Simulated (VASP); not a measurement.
# KBr (P6_3/mmc) in VASP: relaxation of cell and atoms with PBE

Aim: the relaxation of cell and atoms of KBr with PBE.

Program: VASP 6.6.1. These are calculated values, not measurements. Logs are shortened: lines on timing, memory, paths and dates and some standing lists are left out, and cuts for length are marked.

### Step 1. The cell of the first run

Symmetry: P6_3/mmc, No. 194, hexagonal system. The conventional cell has a = 5.523 Å, b = 5.523 Å, c = 6.779 Å, α = 90.00°, β = 90.00°, γ = 120.00°. K (site symmetry -6m2) has 5 Br at 3.19 to 3.39 Å within 4.2 Å. Within 4.2 Å of Br (site symmetry -6m2) lie 5 K at 3.19 to 3.39 Å.

### Step 2. Relaxation of cell and atoms, PBE

Contents of INCAR:

```
SYSTEM = KBr
ALGO = Normal
EDIFF = 1E-6
EDIFFG = -0.01
ENCUT = 600
GGA = PE
IBRION = 2
ISIF = 3
ISMEAR = 0
LASPH = .True.
LCHARG = .False.
LREAL = .False.
LWAVE = .False.
NELM = 80
NSW = 100
PREC = Accurate
SIGMA = 0.02
```

Contents of KPOINTS:

```
k-points
0
Gamma
  6 6 4
  0 0 0
```

Contents of POSCAR:

```
KBr
1.0
    5.5228955996      0.0000000000      0.0000000000
   -2.7614477998      4.7829678917      0.0000000000
    0.0000000000      0.0000000000      6.7786899412
K Br
2 2
Direct
    0.6666666667      0.3333333333      0.2500000000
    0.3333333333      0.6666666667      0.7500000000
    0.3333333333      0.6666666667      0.2500000000
    0.6666666667      0.3333333333      0.7500000000
```

Potentials or basis: VASP PAW PBE potentials, release 64 (K_sv, Br).

Command:

```
> cat potpaw_PBE.64/K_sv/POTCAR potpaw_PBE.64/Br/POTCAR > POTCAR
> mpirun -np 1 vasp_std > vasp.out
```

OUTCAR:

```text
SYSTEM = KBr
   EDIFF = 1E-6
   EDIFFG = -0.01
   ENCUT = 600
   GGA = PE
   IBRION = 2
   ISIF = 3
   ISMEAR = 0
   LASPH = .True.
   LREAL = .False.
   NELM = 80
   NSW = 100
   PREC = Accurate

 ion  position               nearest neighbor table
   1  0.667  0.333  0.250-   3 3.19   3 3.19   3 3.19
   2  0.333  0.667  0.750-   4 3.19   4 3.19   4 3.19
   3  0.333  0.667  0.250-   1 3.19   1 3.19   1 3.19
   4  0.667  0.333  0.750-   2 3.19   2 3.19   2 3.19

  LATTYP: Found a hexagonal cell.
 ALAT       =     5.5228955996
 C/A-ratio  =     1.2273796995

  Lattice vectors:

 A1 = (   5.5228955996,   0.0000000000,   0.0000000000)
 A2 = (  -2.7614477998,   4.7829678917,   0.0000000000)
 A3 = (   0.0000000000,   0.0000000000,   6.7786899412)

Analysis of symmetry for initial positions (statically):
=====================================================================
 Subroutine PRICEL returns:
 Original cell was already a primitive cell.

 Routine SETGRP: Setting up the symmetry group for a
 hexagonal supercell.

 Subroutine GETGRP returns: Found 24 space group operations
 (whereof 12 operations were pure point group operations)
 out of a pool of 24 trial point group operations.

The static configuration has the point symmetry D_3d.
 The point group associated with its full space group is D_6h.

Analysis of symmetry for dynamics (positions and initial velocities):
=====================================================================
 Subroutine PRICEL returns:
 Original cell was already a primitive cell.

 Routine SETGRP: Setting up the symmetry group for a
 hexagonal supercell.

 Subroutine GETGRP returns: Found 24 space group operations
 (whereof 12 operations were pure point group operations)
 out of a pool of 24 trial point group operations.

The dynamic configuration has the point symmetry D_3d.
 The point group associated with its full space group is D_6h.

 Subroutine INISYM returns: Found 24 space group operations
 (whereof 12 operations are pure point group operations),
 and found     1 'primitive' translations

----------------------------------------------------------------------------------------

                                     Primitive cell

  volume of cell :     179.0647

  direct lattice vectors                    reciprocal lattice vectors
     5.522895600  0.000000000  0.000000000     0.181064440  0.104537603  0.000000000
    -2.761447800  4.782967892  0.000000000     0.000000000  0.209075207  0.000000000
     0.000000000  0.000000000  6.778689941     0.000000000  0.000000000  0.147521130

  length of vectors
     5.522895600  5.522895600  6.778689941     0.209075207  0.209075207  0.147521130

  position of ions in fractional coordinates (direct lattice)
     0.666666667  0.333333333  0.250000000
     0.333333333  0.666666667  0.750000000
     0.333333333  0.666666667  0.250000000
     0.666666667  0.333333333  0.750000000

  ion indices of the primitive-cell ions
   primitive index   ion index
                 1           1
                 2           2
                 3           3
                 4           4

----------------------------------------------------------------------------------------

 KPOINTS: k-points

Automatic generation of k-mesh.
 Grid dimensions read from file:
 generate k-points for:    6    6    4

 Generating k-lattice:

  Cartesian coordinates                     Fractional coordinates (reciprocal lattice)
     0.030177407  0.017422934  0.000000000     0.166666667 -0.000000000  0.000000000
     0.000000000  0.034845868  0.000000000     0.000000000  0.166666667  0.000000000
     0.000000000  0.000000000  0.036880282     0.000000000  0.000000000  0.250000000

  Length of vectors
     0.034845868  0.034845868  0.036880282

  Shift w.r.t. Gamma in fractional coordinates (k-lattice)
     0.000000000  0.000000000  0.000000000

 Subroutine IBZKPT returns following result:
 ===========================================

 Found     21 irreducible k-points:

 Following reciprocal coordinates:
            Coordinates               Weight
  0.000000  0.000000  0.000000      1.000000
  0.166667  0.000000  0.000000      6.000000
  0.333333 -0.000000  0.000000      6.000000
  0.500000  0.000000  0.000000      3.000000
  0.166667  0.166667  0.000000      6.000000
  0.333333  0.166667  0.000000     12.000000
[... 13 lines left out ...]
  0.333333  0.166667  0.500000     12.000000
  0.333333  0.333333  0.500000      2.000000
   k-points           NKPTS =     21   k-points in BZ     NKDIM =     21   number of bands    NBANDS=     20
   number of dos      NEDOS =    301   number of ions     NIONS =      4
   total plane-waves  NPLWV = 124416
   dimension x,y,z NGX =    48 NGY =   48 NGZ =   54
   dimension x,y,z NGXF=    96 NGYF=   96 NGZF=  108
   ions per type =               2   2
   NGX,Y,Z   is equivalent  to a cutoff of  14.45, 14.45, 13.24 a.u.
   NGXF,Y,Z  is equivalent  to a cutoff of  28.90, 28.90, 26.49 a.u.
 SYSTEM =  KBr
   PREC   = accura    normal or accurate (medium, high low for compatibility)
   ISTART =      0    job   : 0-new  1-cont  2-samecut
   ICHARG =      2    charge: 1-file 2-atom 10-const
   ISPIN  =      1    spin polarized calculation?
   LNONCOLLINEAR =      F non collinear calculations
   LSORBIT =      F    spin-orbit coupling
   LASPH  =      T    aspherical Exc in radial PAW
   ENCUT  =  600.0 eV  44.10 Ry    6.64 a.u.  11.03 11.03 13.54*2*pi/ulx,y,z
   NELM   =     80;   NELMIN=  2; NELMDL= -5     # of ELM steps
   EDIFF  = 0.1E-05   stopping-criterion for ELM
   LREAL  =      F    real-space projection
   EDIFFG = -.1E-01   stopping-criterion for IOM
   NSW    =    100    number of steps for IOM
   IBRION =      2    ionic relax: 0-MD 1-quasi-New 2-CG
   NFREE  =      1    steps in history (QN), initial steepest desc. (CG)
   ISIF   =      3    stress and relaxation
   ISYM   =      2    0-nonsym 1-usesym 2-fastsym
   POTIM  = 0.5000    time-step for ionic-motion
   TEBEG  =    0.0;   TEEND  =   0.0 temperature during run
   PSTRESS=    0.0 pullay stress
   NELECT =      32.0000    total number of electrons
   NUPDOWN=      -1.0000    fix difference up-down
   EMIN   =  10.00;   EMAX   =-10.00  energy-range for DOS
   EFERMI =   0.00;   METHOD = LEGACY
   ISMEAR =     0;   SIGMA  =   0.02  broadening in eV -4-tet -1-fermi 0-gaus
   EFERMI_NEDOS =   21; number of points for ismear=-14 and -15
   IALGO  =     38    algorithm
   IMIX   =      4    mixing-type and parameters
     AMIX     =   0.40;   BMIX     =  1.00
     AMIX_MAG =   1.60;   BMIX_MAG =  1.00
  volume/ion in A,a.u.               =      44.77       302.10
  Fermi-wavevector in a.u.,A,eV,Ry     =   0.922121  1.742557 11.569143  0.850308
  Thomas-Fermi vector in A             =   2.047613
   LORBIT       =      0    0 simple, 1 ext, 2 COOP (PROOUT), +10 PAW based schemes
   GGA     = PE    functional components
   LHFCALC =     F    Hartree Fock is set to
   AEXX    =    0.0000 exact exchange contribution
   IVDW    =     0    specifies the selected vdW correction
   LEPSILON=     F    determine dielectric tensor
   LRPA    =     F    only Hartree local field effects (RPA)
 conjugate gradient relaxation of ions
 non-spin polarized calculation
 Gauss-broadening in eV      SIGMA  =   0.02
  energy-cutoff  :      600.00
  volume of cell :      179.06
 maximum number of plane-waves:      6021
 NGX is ok and might be reduce to    48
   NGX = 23   NGY = 23   NGZ = 27

--------------------------------------- Ionic step        1  -------------------------------------------

 number of electron      31.9999998 magnetization

 Free energy of the ion-electron system (eV)
  ---------------------------------------------------
  ext. energy  EPLUGINS =         0.00000000
  ---------------------------------------------------
  free energy    TOTEN  =       -12.25677614 eV

  energy without entropy =      -12.25677614  energy(sigma->0) =      -12.25677614

------------------------ aborting loop because EDIFF is reached ----------------------------------------

  FORCE on cell =-STRESS in cart. coord.  units (eV):
  Direction    XX          YY          ZZ          XY          YZ          ZX
  --------------------------------------------------------------------------------------
  -------------------------------------------------------------------------------------
  Total        0.8873490      0.8873490     -0.2891027      0.0000000      0.0000000      0.0000000
  in kB        7.9395335      7.9395335     -2.5867394      0.0000000      0.0000000      0.0000000
  external PRESSURE =       4.4307759 kB  Pullay stress =       0.0000000 kB

 VOLUME and BASIS-vectors are now :
 -----------------------------------------------------------------------------
  energy-cutoff  :      600.00
  volume of cell :      179.06
      direct lattice vectors                 reciprocal lattice vectors
     5.522895600  0.000000000  0.000000000     0.181064440  0.104537603  0.000000000
    -2.761447800  4.782967892  0.000000000     0.000000000  0.209075207  0.000000000
     0.000000000  0.000000000  6.778689941     0.000000000  0.000000000  0.147521130

 POSITION                                       TOTAL-FORCE (eV/Angst)
 -----------------------------------------------------------------------------------
      2.76145      1.59432      1.69467        -0.000000     -0.000000      0.000000
     -0.00000      3.18865      5.08402         0.000000     -0.000000      0.000000
     -0.00000      3.18865      1.69467         0.000000     -0.000000      0.000000
      2.76145      1.59432      5.08402        -0.000000      0.000000      0.000000
 -----------------------------------------------------------------------------------
    total drift:                                0.000000     -0.000000      0.000000

  FREE ENERGIE OF THE ION-ELECTRON SYSTEM (eV)
  ---------------------------------------------------
  free  energy   TOTEN  =       -12.2567761446 eV
[... 131 lines left out ...]
 VOLUME and BASIS-vectors are now :
 -----------------------------------------------------------------------------
  energy-cutoff  :      600.00
  volume of cell :      186.74
      direct lattice vectors                 reciprocal lattice vectors
     5.682048028  0.000000000  0.000000000     0.175992881  0.101609537 -0.000000000
    -2.841024014  4.920797938  0.000000000    -0.000000000  0.203219074  0.000000000
     0.000000000 -0.000000000  6.678829378    -0.000000000 -0.000000000  0.149726837

 POSITION                                       TOTAL-FORCE (eV/Angst)
 -----------------------------------------------------------------------------------
      2.84102      1.64027      1.66971         0.000000      0.000000      0.000000
     -0.00000      3.28053      5.00912        -0.000000     -0.000000      0.000000
     -0.00000      3.28053      1.66971         0.000000      0.000000      0.000000
      2.84102      1.64027      5.00912         0.000000     -0.000000      0.000000
 -----------------------------------------------------------------------------------
    total drift:                                0.000000     -0.000000      0.000000

  FREE ENERGIE OF THE ION-ELECTRON SYSTEM (eV)
  ---------------------------------------------------
  free  energy   TOTEN  =       -12.2831831000 eV

  energy  without entropy=      -12.2831831000  energy(sigma->0) =      -12.28318310

--------------------------------------- Ionic step        6  -------------------------------------------

 number of electron      32.0000002 magnetization

 Free energy of the ion-electron system (eV)
  ---------------------------------------------------
  ext. energy  EPLUGINS =         0.00000000
  ---------------------------------------------------
  free energy    TOTEN  =       -12.28353790 eV

  energy without entropy =      -12.28353790  energy(sigma->0) =      -12.28353790

 E-fermi :  -2.4776     XC(G=0):  -6.2265

 val. band max:       -2.6495847033   @ k =   0.0000   0.0000   0.0000
 cond. band min:       1.4832297282   @ k =   0.0000   0.0000   0.0000
 fundamental gap:      4.1328144315
 Fermi energy:        -2.4775625338

 k-point     1 :       0.0000    0.0000    0.0000
  band No.  band energies     occupation
      1     -30.6458      2.00000
      2     -30.6405      2.00000
      3     -14.8349      2.00000
      4     -14.7601      2.00000
      5     -14.1779      2.00000
      6     -14.1641      2.00000
[... 12 lines left out ...]
     19       4.7731      0.00000
     20       4.7731      0.00000

 k-point     2 :       0.1667    0.0000    0.0000
  band No.  band energies     occupation
      1     -30.6454      2.00000
      2     -30.6408      2.00000
      3     -14.8682      2.00000
      4     -14.8079      2.00000
      5     -14.1737      2.00000
      6     -14.1662      2.00000
[... 462 lines left out ...]
 VOLUME and BASIS-vectors are now :
 -----------------------------------------------------------------------------
  energy-cutoff  :      600.00
  volume of cell :      185.83
      direct lattice vectors                 reciprocal lattice vectors
     5.682479722  0.000000000  0.000000000     0.175979511  0.101601818  0.000000000
    -2.841239861  4.921171796  0.000000000    -0.000000000  0.203203636  0.000000000
     0.000000000 -0.000000000  6.645340373    -0.000000000 -0.000000000  0.150481382

 POSITION                                       TOTAL-FORCE (eV/Angst)
 -----------------------------------------------------------------------------------
      2.84124      1.64039      1.66134         0.000000     -0.000000      0.000000
     -0.00000      3.28078      4.98401        -0.000000      0.000000      0.000000
     -0.00000      3.28078      1.66134        -0.000000      0.000000      0.000000
      2.84124      1.64039      4.98401        -0.000000     -0.000000      0.000000
 -----------------------------------------------------------------------------------
    total drift:                                0.000000     -0.000000      0.000000

  FREE ENERGIE OF THE ION-ELECTRON SYSTEM (eV)
  ---------------------------------------------------
  free  energy   TOTEN  =       -12.2835378990 eV

  energy  without entropy=      -12.2835378990  energy(sigma->0) =      -12.28353790

 reached required accuracy - stopping structural energy minimisation
```

Wall time 4.5 min (1 thread of Intel Xeon Platinum 8488C (Sapphire Rapids), shared host); peak memory 0.4 GiB.

What came out:

```
Free energy                            : -12.2835 eV
Relaxed volume                         : 46.46 Å³/atom
Relaxed cell                           : a = 5.682 Å, b = 5.682 Å, c = 6.645 Å, α = 90.00°, β = 90.00°, γ = 120.00°
Space group after relaxing (to 0.05 Å) : P6_3/mmc (No. 194)
Energy gained by relaxing              : 6.7 meV/atom
Ionic steps                            : 6
Pressure after relaxing                : 0.0 GPa
Band gap on the k mesh                 : 4.13 eV, direct
```

The path:
```tsv
step	energy change (eV)	largest force (eV/Å)	pressure (GPa)	volume (Å³)
1	0.0000	0.0000	0.44	179.06
2	-0.0157	0.0000	0.21	182.28
3	-0.0250	0.0000	-0.07	186.98
4	-0.0252	0.0000	-0.12	187.73
5	-0.0264	0.0000	-0.05	186.74
6	-0.0268	0.0000	0.01	185.83
```

Final structure:
```
K Br
1.0
     5.68248    0.00000    0.00000
    -2.84124    4.92117    0.00000
     0.00000    0.00000    6.64534
K Br
2 2
Direct
  0.66667 0.33333 0.25000
  0.33333 0.66667 0.75000
  0.33333 0.66667 0.25000
  0.66667 0.33333 0.75000
```

Levels at points of the mesh, in eV from the valence-band top:
```
           k point  band 13  band 14  band 15  band 16  band 17  band 18  band 19  band 20
(0.00, 0.00, 0.00)    -0.45    -0.26    -0.26     0.00     4.13     6.95     7.42     7.42
(0.50, 0.00, 0.00)    -0.44    -0.43    -0.24    -0.14     5.98     6.28     6.68     6.85
(0.00, 0.00, 0.50)    -0.37    -0.37    -0.37    -0.37     5.38     5.38     8.33     8.33
(0.50, 0.00, 0.50)    -0.33    -0.33    -0.25    -0.25     6.23     6.23     7.71     7.71
```
